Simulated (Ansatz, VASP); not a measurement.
**One calculation of KF, two programs**

```
K F
1.0
     0.00000    2.58172    2.29128
     2.58172    0.00000    2.29128
     2.58172    2.58172    0.00000
K F
1 1
Direct
  0.00000 0.00000 0.00000
  0.50000 0.50000 0.50000
```

Change from the starting cell: normal strain along x +0.0000, normal strain along z -0.1125.

Alike in both runs: task single point; functional LDA; k mesh 8 × 8 × 8; occupations gaussian, width 0.05 eV; no spin polarisation.

|  | VASP | Ansatz |
| --- | --- | --- |
| version | VASP 6.6.1 | Ansatz 0.2.0 |
| potentials or method | VASP PAW LDA potentials, release 64 (K_sv, F), cutoff 520 eV | scalar-relativistic, plane waves, PAW |
| valence electrons in the cell | 16 | 16 |

Ansatz gave:

* gap on the k mesh at the Fermi level (eV): 6.41
* least direct gap on the mesh (eV): 6.51
* pressure (GPa): 9.7
* traceless stress, the component that is largest in VASP (GPa): 14.41

**Question.** What did VASP give for the same quantities?

**Answer.** gap on the k mesh at the Fermi level (eV): 6.38; least direct gap on the mesh (eV): 6.48; pressure (GPa): 10.4; traceless stress, the component that is largest in VASP (GPa): 15.12.

LDA's correlation is that of Perdew and Zunger in VASP and of Perdew and Wang (1992) in Ansatz.
